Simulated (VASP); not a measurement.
# BaTiO3 (R3m) in VASP: further runs

Runs on BaTiO3. Level: r2SCAN. Tasks: single point.

Program: VASP 6.6.1. These are calculated values, not measurements. Logs are shortened: lines on timing, memory, paths and dates and some standing lists are left out, and cuts for length are marked.

**1. The cell of the first run**

The structure is trigonal, space group R3m (No. 160). The conventional cell has a = 5.565 Å, b = 5.565 Å, c = 6.852 Å, α = 90.00°, β = 90.00°, γ = 120.00°. Within 3.6 Å of Ba (site symmetry 3m) lie 12 O at 2.76 to 2.83 Å and 8 Ti at 3.38 to 3.48 Å. Ti (site symmetry 3m) has 6 O at 1.91 to 2.04 Å within 2.5 Å. O (site symmetry m) has 2 Ti at 1.91 to 2.04 Å within 2.5 Å.

**2. Single point, r2SCAN**

The input, POSCAR:

```
BaTiO3
1.0
    2.7822549384      1.6063356393      2.2839734088
   -2.7822549384      1.6063356393      2.2839734088
    0.0000000000     -3.2126712736      2.2839734123
Ba Ti O
1 1 3
Direct
    0.0007354738      0.0007354738      0.0007354738
    0.4934316451      0.4934316451      0.4934316451
    0.5073127267      0.5073127267      0.0104074276
    0.0104074276      0.5073127267      0.5073127267
    0.5073127267      0.0104074276      0.5073127267
```

The input, INCAR.step1:

```
SYSTEM = BaTiO3
PREC = Accurate
ENCUT = 520
ISMEAR = -1
SIGMA = 0.02
LREAL = .False.
LASPH = .True.
NELM = 100
NBANDS = 28
GGA = PE
ALGO = Normal
EDIFF = 1E-4
LWAVE = .True.
LCHARG = .False.
```

The input, INCAR.step2:

```
SYSTEM = BaTiO3
PREC = Accurate
ENCUT = 520
EDIFF = 1E-6
ISMEAR = -1
SIGMA = 0.02
LREAL = .False.
LASPH = .True.
NELM = 100
ALGO = Normal
ISIF = 2
LWAVE = .False.
LCHARG = .False.
METAGGA = R2SCAN
LMIXTAU = .True.
NBANDS = 28
ISTART = 1
```

The input, KPOINTS:

```
regular mesh
0
Gamma
  8 8 8
  0 0 0
```

Potentials or basis: VASP PAW PBE potentials, release 64 (Ba_sv, Ti_sv, O).

Run with:

```
cat potpaw_PBE.64/Ba_sv/POTCAR potpaw_PBE.64/Ti_sv/POTCAR potpaw_PBE.64/O/POTCAR > POTCAR
cp INCAR.step1 INCAR
mpirun -np 1 vasp_std > vasp.out
cp INCAR.step2 INCAR
mpirun -np 1 vasp_std > vasp.out
```

OUTCAR:

```text
SYSTEM = BaTiO3
   PREC = Accurate
   ENCUT = 520
   EDIFF = 1E-6
   ISMEAR = -1
   LREAL = .False.
   LASPH = .True.
   NELM = 100
   ISIF = 2
   METAGGA = R2SCAN
   ISTART = 1

 ion  position               nearest neighbor table
   1  0.001  0.001  0.001-   4 2.76   5 2.76   3 2.76   5 2.78   4 2.78   4 2.78   5 2.78   3 2.78
                             3 2.78   4 2.83   5 2.83   3 2.83   2 3.38   2 3.39   2 3.39   2 3.39
   2  0.493  0.493  0.493-   3 1.91   4 1.91   5 1.91   3 2.04   4 2.04   5 2.04   1 3.38   1 3.39
                             1 3.39   1 3.39   1 3.43   1 3.43   1 3.43   1 3.48
   3  0.507  0.507  0.010-   2 1.91   2 2.04   1 2.76   1 2.78   1 2.78   1 2.83
   4  0.010  0.507  0.507-   2 1.91   2 2.04   1 2.76   1 2.78   1 2.78   1 2.83
   5  0.507  0.010  0.507-   2 1.91   2 2.04   1 2.76   1 2.78   1 2.78   1 2.83

  LATTYP: Found a trigonal (rhomboedric) cell.
 ALAT       =     3.9418005100
 COS(alpha) =     0.0035980774

  Lattice vectors:

 A1 = (   2.7822549384,   1.6063356393,   2.2839734088)
 A2 = (  -2.7822549384,   1.6063356393,   2.2839734088)
 A3 = (   0.0000000000,  -3.2126712736,   2.2839734123)

Analysis of symmetry for initial positions (statically):
=====================================================================
 Subroutine PRICEL returns:
 Original cell was already a primitive cell.

 Routine SETGRP: Setting up the symmetry group for a
 trigonal (rhombohedral) supercell.

 Subroutine GETGRP returns: Found  6 space group operations
 (whereof  6 operations were pure point group operations)
 out of a pool of 12 trial point group operations.

The static configuration has the point symmetry C_3v.

Analysis of symmetry for dynamics (positions and initial velocities):
=====================================================================
 Subroutine PRICEL returns:
 Original cell was already a primitive cell.

 Routine SETGRP: Setting up the symmetry group for a
 trigonal (rhombohedral) supercell.

 Subroutine GETGRP returns: Found  6 space group operations
 (whereof  6 operations were pure point group operations)
 out of a pool of 12 trial point group operations.

The dynamic configuration has the point symmetry C_3v.

 Subroutine INISYM returns: Found  6 space group operations
 (whereof  6 operations are pure point group operations),
 and found     1 'primitive' translations

----------------------------------------------------------------------------------------

[... 100 lines left out ...]
   EDIFFG = 0.1E-04   stopping-criterion for IOM
   NSW    =      0    number of steps for IOM
   IBRION =     -1    ionic relax: 0-MD 1-quasi-New 2-CG
   NFREE  =      0    steps in history (QN), initial steepest desc. (CG)
   ISIF   =      2    stress and relaxation
   ISYM   =      2    0-nonsym 1-usesym 2-fastsym
   POTIM  = 0.5000    time-step for ionic-motion
   TEBEG  =    0.0;   TEEND  =   0.0 temperature during run
   PSTRESS=    0.0 pullay stress
   NELECT =      40.0000    total number of electrons
   NUPDOWN=      -1.0000    fix difference up-down
   EMIN   =  10.00;   EMAX   =-10.00  energy-range for DOS
   EFERMI =   0.00;   METHOD = LEGACY
   ISMEAR =    -1;   SIGMA  =   0.02  broadening in eV -4-tet -1-fermi 0-gaus
   EFERMI_NEDOS =   21; number of points for ismear=-14 and -15
   IALGO  =     38    algorithm
   IMIX   =      4    mixing-type and parameters
     AMIX     =   0.40;   BMIX     =  1.00
     AMIX_MAG =   1.60;   BMIX_MAG =  1.00
  volume/ion in A,a.u.               =      12.25        82.66
  Fermi-wavevector in a.u.,A,eV,Ry     =   1.420375  2.684119 27.449276  2.017465
  Thomas-Fermi vector in A             =   2.541297
   LORBIT       =      0    0 simple, 1 ext, 2 COOP (PROOUT), +10 PAW based schemes
   METAGGA = R2SCAN    functional components
   LHFCALC =     F    Hartree Fock is set to
   AEXX    =    0.0000 exact exchange contribution
   IVDW    =     0    specifies the selected vdW correction
   LEPSILON=     F    determine dielectric tensor
   LRPA    =     F    only Hartree local field effects (RPA)
 non-spin polarized calculation
  energy-cutoff  :      520.00
  volume of cell :       61.25
 maximum number of plane-waves:      1669
 NGX is ok and might be reduce to    30
   NGX = 15   NGY = 15   NGZ = 15

 number of electron      40.0000009 magnetization

 Free energy of the ion-electron system (eV)
  ---------------------------------------------------
  ext. energy  EPLUGINS =         0.00000000
  ---------------------------------------------------
  free energy    TOTEN  =       -74.13280557 eV

  energy without entropy =      -74.13280557  energy(sigma->0) =      -74.13280557

 E-fermi :   4.3222     XC(G=0): -12.1774

 val. band max:        3.8696749616   @ k =   0.5000   0.5000   0.5000
 cond. band min:       6.3173160393   @ k =   0.0000   0.0000   0.0000
 fundamental gap:      2.4476410777
 Fermi energy:         4.3222184816

 k-point     1 :       0.0000    0.0000    0.0000
  band No.  band energies     occupation
      1     -54.6788      2.00000
      2     -29.8814      2.00000
      3     -29.8814      2.00000
      4     -29.8753      2.00000
      5     -21.4943      2.00000
      6     -14.0615      2.00000
[... 733 lines left out ...]
     27      12.3052      0.00000
     28      13.4999      0.00000

 [... further k-points ...]

------------------------ aborting loop because EDIFF is reached ----------------------------------------

  FORCE on cell =-STRESS in cart. coord.  units (eV):
  Direction    XX          YY          ZZ          XY          YZ          ZX
  --------------------------------------------------------------------------------------
  -------------------------------------------------------------------------------------
  Total        4.3952200      4.3952200      3.9079769      0.0000000     -0.0000000      0.0000000
  in kB      114.9782485    114.9782484    102.2320478      0.0000000     -0.0000000      0.0000000
  external PRESSURE =     110.7295149 kB  Pullay stress =       0.0000000 kB

 VOLUME and BASIS-vectors are now :
 -----------------------------------------------------------------------------
  energy-cutoff  :      520.00
  volume of cell :       61.25
      direct lattice vectors                 reciprocal lattice vectors
     2.782254938  1.606335639  2.283973409     0.179710347  0.103755817  0.145944489
    -2.782254938  1.606335639  2.283973409    -0.179710347  0.103755817  0.145944489
     0.000000000 -3.212671274  2.283973412     0.000000000 -0.207511634  0.145944490

 POSITION                                       TOTAL-FORCE (eV/Angst)
 -----------------------------------------------------------------------------------
      0.00000      0.00000      0.00504         0.000000      0.000000      0.023951
      0.00000      0.00000      3.38095         0.000000      0.000000      0.095785
      0.00000      1.59639      2.34115         0.000000      0.035884     -0.039912
     -1.38252     -0.79820      2.34115        -0.031077     -0.017942     -0.039912
      1.38252     -0.79820      2.34115         0.031077     -0.017942     -0.039912
 -----------------------------------------------------------------------------------
    total drift:                               -0.000000      0.000003     -0.006914

  FREE ENERGIE OF THE ION-ELECTRON SYSTEM (eV)
  ---------------------------------------------------
  free  energy   TOTEN  =       -74.1328055665 eV

  energy  without entropy=      -74.1328055665  energy(sigma->0) =      -74.13280557
```

It took 11 min on 1 thread of Intel Xeon 8259CL, shared host; peak memory 0.25 GiB.

What came out:

| Property | Result |
| --- | --- |
| Free energy | -74.1328 eV |
| Pressure | 11.1 GPa |
| Largest force | 0.096 eV/Å |
| Band gap on the k mesh | 2.45 eV (least direct gap 2.63 eV) |

Forces in eV/Å, atoms in the order of the input:
```
Ba   0.000  0.000  0.024
Ti   0.000  0.000  0.096
O    0.000  0.036 -0.040
O   -0.031 -0.018 -0.040
O    0.031 -0.018 -0.040
```

Caveat: the cell stands under pressure; the PAW data sets were made with another functional, which shifts forces and pressure a little; spin-orbit coupling is left out, which moves the levels of the heavy elements. r2SCAN opens gaps a little over a GGA but as a rule still falls short of measured ones.

**3. Single point, r2SCAN**

This run uses another cell than the first one, of 12.51 Å³/atom.

The input, POSCAR:

```
BaTiO3
1.0
    2.8018489295      1.6176482320      2.3000582612
   -2.8018489295      1.6176482320      2.3000582612
    0.0000000000     -3.2352964690      2.3000582577
Ba Ti O
1 1 3
Direct
   -0.0006569974     -0.0006569974     -0.0006569974
    0.4893299847      0.4893299847      0.4893299847
    0.5084245815      0.5084245815      0.0136778497
    0.0136778497      0.5084245815      0.5084245815
    0.5084245815      0.0136778497      0.5084245815
```

The input, INCAR.step1:

```
ALGO = Normal
EDIFF = 1E-4
ENCUT = 520
GGA = PE
ISMEAR = -1
LASPH = True
LCHARG = False
LREAL = False
LWAVE = True
NBANDS = 28
NELM = 80
PREC = Accurate
SIGMA = 0.02
```

The input, INCAR.step2:

```
ALGO = Normal
EDIFF = 1E-6
ENCUT = 520
ISIF = 2
ISMEAR = -1
ISTART = 1
LASPH = True
LCHARG = True
LELF = True
LMIXTAU = True
LREAL = False
LVHAR = True
LWAVE = False
METAGGA = R2SCAN
NBANDS = 28
NELM = 80
PREC = Accurate
SIGMA = 0.02
```

The input, KPOINTS:

```
k-points
0
Gamma
  8 8 8
```

Potentials or basis: VASP PAW PBE potentials, release 64 (Ba_sv, Ti_sv, O).

Run with:

```
cat potpaw_PBE.64/Ba_sv/POTCAR potpaw_PBE.64/Ti_sv/POTCAR potpaw_PBE.64/O/POTCAR > POTCAR
cp INCAR.step1 INCAR
mpirun -np 1 vasp_std > vasp.out
cp INCAR.step2 INCAR
mpirun -np 1 vasp_std > vasp.out
```

OUTCAR:

```text
EDIFF = 1E-6
   ENCUT = 520
   ISIF = 2
   ISMEAR = -1
   ISTART = 1
   LASPH = True
   LREAL = False
   METAGGA = R2SCAN
   NELM = 80
   PREC = Accurate

 ion  position               nearest neighbor table
   1  0.999  0.999  0.999-   3 2.76   4 2.76   5 2.76   4 2.80   5 2.80   5 2.80   4 2.80   3 2.80
                             3 2.80   3 2.86   4 2.86   5 2.86   2 3.38   2 3.41   2 3.41   2 3.41
   2  0.489  0.489  0.489-   3 1.89   4 1.89   5 1.89   3 2.08   4 2.08   5 2.08   1 3.38   1 3.41
                             1 3.41   1 3.41   1 3.46   1 3.46   1 3.46   1 3.52
   3  0.508  0.508  0.014-   2 1.89   2 2.08   1 2.76   1 2.80   1 2.80   1 2.86
   4  0.014  0.508  0.508-   2 1.89   2 2.08   1 2.76   1 2.80   1 2.80   1 2.86
   5  0.508  0.014  0.508-   2 1.89   2 2.08   1 2.76   1 2.80   1 2.80   1 2.86

  LATTYP: Found a trigonal (rhomboedric) cell.
 ALAT       =     3.9695605841
 COS(alpha) =     0.0035980773

  Lattice vectors:

 A1 = (   2.8018489295,   1.6176482320,   2.3000582612)
 A2 = (  -2.8018489295,   1.6176482320,   2.3000582612)
 A3 = (   0.0000000000,  -3.2352964690,   2.3000582577)

Analysis of symmetry for initial positions (statically):
=====================================================================
 Subroutine PRICEL returns:
 Original cell was already a primitive cell.

 Routine SETGRP: Setting up the symmetry group for a
 trigonal (rhombohedral) supercell.

 Subroutine GETGRP returns: Found  6 space group operations
 (whereof  6 operations were pure point group operations)
 out of a pool of 12 trial point group operations.

The static configuration has the point symmetry C_3v.

Analysis of symmetry for dynamics (positions and initial velocities):
=====================================================================
 Subroutine PRICEL returns:
 Original cell was already a primitive cell.
[... 131 lines left out ...]
   IALGO  =     38    algorithm
   IMIX   =      4    mixing-type and parameters
     AMIX     =   0.40;   BMIX     =  1.00
     AMIX_MAG =   1.60;   BMIX_MAG =  1.00
  volume/ion in A,a.u.               =      12.51        84.42
  Fermi-wavevector in a.u.,A,eV,Ry     =   1.410442  2.665349 27.066700  1.989346
  Thomas-Fermi vector in A             =   2.532395
   LORBIT       =      0    0 simple, 1 ext, 2 COOP (PROOUT), +10 PAW based schemes
   METAGGA = R2SCAN    functional components
   LHFCALC =     F    Hartree Fock is set to
   AEXX    =    0.0000 exact exchange contribution
   IVDW    =     0    specifies the selected vdW correction
   LEPSILON=     F    determine dielectric tensor
   LRPA    =     F    only Hartree local field effects (RPA)
 non-spin polarized calculation
  energy-cutoff  :      520.00
  volume of cell :       62.55
 maximum number of plane-waves:      1743
 NGX is ok and might be reduce to    30
   NGX = 15   NGY = 15   NGZ = 15

 number of electron      40.0000015 magnetization

 Free energy of the ion-electron system (eV)
  ---------------------------------------------------
  ext. energy  EPLUGINS =         0.00000000
  ---------------------------------------------------
  free energy    TOTEN  =       -74.20378465 eV

  energy without entropy =      -74.20378465  energy(sigma->0) =      -74.20378465

 E-fermi :   4.2254     XC(G=0): -12.0508

 val. band max:        3.6849032145   @ k =   0.5000   0.5000   0.5000
 cond. band min:       6.2700529445   @ k =   0.0000   0.0000   0.0000
 fundamental gap:      2.5851497300
 Fermi energy:         4.2253635522

 k-point     1 :       0.0000    0.0000    0.0000
  band No.  band energies     occupation
      1     -54.8580      2.00000
      2     -30.0595      2.00000
      3     -30.0595      2.00000
      4     -30.0537      2.00000
      5     -21.7175      2.00000
      6     -14.1860      2.00000
[... 733 lines left out ...]
     27      12.0205      0.00000
     28      13.2053      0.00000

 [... further k-points ...]

------------------------ aborting loop because EDIFF is reached ----------------------------------------

  FORCE on cell =-STRESS in cart. coord.  units (eV):
  Direction    XX          YY          ZZ          XY          YZ          ZX
  --------------------------------------------------------------------------------------
  -------------------------------------------------------------------------------------
  Total        3.0520789      3.0520789      2.7031330      0.0000000      0.0000000      0.0000000
  in kB       78.1785211     78.1785211     69.2403268      0.0000000      0.0000000      0.0000000
  external PRESSURE =      75.1991230 kB  Pullay stress =       0.0000000 kB

 VOLUME and BASIS-vectors are now :
 -----------------------------------------------------------------------------
  energy-cutoff  :      520.00
  volume of cell :       62.55
      direct lattice vectors                 reciprocal lattice vectors
     2.801848930  1.617648232  2.300058261     0.178453590  0.103030228  0.144923865
    -2.801848930  1.617648232  2.300058261    -0.178453590  0.103030228  0.144923865
     0.000000000 -3.235296469  2.300058258     0.000000000 -0.206060457  0.144923865

 POSITION                                       TOTAL-FORCE (eV/Angst)
 -----------------------------------------------------------------------------------
      0.00000     -0.00000      6.89564        -0.000000     -0.000000      0.025363
      0.00000     -0.00000      3.37646        -0.000000     -0.000000      0.130933
      0.00000      1.60065      2.37027        -0.000000      0.051759     -0.052099
     -1.38621     -0.80033      2.37027        -0.044825     -0.025880     -0.052099
      1.38621     -0.80033      2.37027         0.044825     -0.025880     -0.052099
 -----------------------------------------------------------------------------------
    total drift:                               -0.000000     -0.000000     -0.004896

  FREE ENERGIE OF THE ION-ELECTRON SYSTEM (eV)
  ---------------------------------------------------
  free  energy   TOTEN  =       -74.2037846474 eV

  energy  without entropy=      -74.2037846474  energy(sigma->0) =      -74.20378465
```

OUTCAR.step1:

```text
EDIFF = 1E-4
   ENCUT = 520
   GGA = PE
   ISMEAR = -1
   LASPH = True
   LREAL = False
[... 978 lines left out ...]
      0.00000      1.60065      2.37027         0.000000      0.081439     -0.032617
     -1.38621     -0.80033      2.37027        -0.070528     -0.040720     -0.032617
      1.38621     -0.80033      2.37027         0.070528     -0.040720     -0.032617
 -----------------------------------------------------------------------------------
    total drift:                               -0.000000     -0.000000     -0.001740

  FREE ENERGIE OF THE ION-ELECTRON SYSTEM (eV)
  ---------------------------------------------------
  free  energy   TOTEN  =       -39.9102233790 eV

  energy  without entropy=      -39.9102233790  energy(sigma->0) =      -39.91022338
```

OSZICAR.step1:

```text
N       E                     dE             d eps       ncg     rms          rms(c)
DAV:   1     0.443613710473E+03    0.44361E+03   -0.20987E+04  3640   0.156E+03
DAV:   2    -0.344373065143E+01   -0.44706E+03   -0.42522E+03  4144   0.434E+02
DAV:   3    -0.484333921615E+02   -0.44990E+02   -0.44570E+02  5064   0.135E+02
DAV:   4    -0.505158910573E+02   -0.20825E+01   -0.20780E+01  5420   0.253E+01
DAV:   5    -0.505705960987E+02   -0.54705E-01   -0.54694E-01  4944   0.324E+00    0.240E+01
DAV:   6    -0.399863818083E+02    0.10584E+02   -0.55336E+01  5316   0.688E+01    0.988E+00
DAV:   7    -0.400436158389E+02   -0.57234E-01   -0.10019E+01  4964   0.233E+01    0.725E+00
DAV:   8    -0.398933424824E+02    0.15027E+00   -0.62675E-01  4424   0.745E+00    0.348E+00
DAV:   9    -0.399294584492E+02   -0.36116E-01   -0.28128E-01  5220   0.427E+00    0.136E+00
DAV:  10    -0.399118685940E+02    0.17590E-01   -0.11501E-01  4016   0.373E+00    0.455E-01
DAV:  11    -0.399102742128E+02    0.15944E-02   -0.11023E-02  4944   0.728E-01    0.111E-01
DAV:  12    -0.399105584142E+02   -0.28420E-03   -0.21058E-03  5120   0.411E-01    0.162E-01
DAV:  13    -0.399102196241E+02    0.33879E-03   -0.11241E-03  4216   0.357E-01    0.783E-03
DAV:  14    -0.399102233790E+02   -0.37549E-05   -0.41041E-05  2692   0.434E-02
   1 F= -.39910223E+02 E0= -.39910223E+02  d E =-.103535E-12
```

Run time: 11 min. Hardware: 1 thread of Intel Xeon 8259CL, shared host; peak memory 0.25 GiB.

Results:

```
Free energy            : -74.2038 eV
Pressure               : 7.5 GPa
Largest force          : 0.131 eV/Å
Band gap on the k mesh : 2.59 eV (least direct gap 2.87 eV)
```

Forces in eV/Å, atoms in the order of the input:
```
Ba   0.000  0.000  0.025
Ti   0.000  0.000  0.131
O    0.000  0.052 -0.052
O   -0.045 -0.026 -0.052
O    0.045 -0.026 -0.052
```

Levels at points of the mesh, in eV from the valence-band top:
```
           k point  band 17  band 18  band 19  band 20  band 21  band 22  band 23  band 24
(0.00, 0.00, 0.00)    -1.14    -0.39    -0.28    -0.28     2.59     2.59     2.69     4.73
(0.50, 0.00, 0.00)    -1.78    -1.70    -0.90    -0.81     2.76     4.17     4.24     4.71
(0.50, 0.50, 0.00)    -1.70    -0.88    -0.85    -0.09     4.22     4.23     4.63     5.50
(0.50, 0.50, 0.50)    -2.38    -0.01    -0.01     0.00     4.82     4.91     4.91     7.43
```

Caveat: the cell stands under pressure; the PAW data sets were made with another functional, which shifts forces and pressure a little; spin-orbit coupling is left out, which moves the levels of the heavy elements. r2SCAN opens gaps a little over a GGA but as a rule still falls short of measured ones.

[end of part 1 of 2]
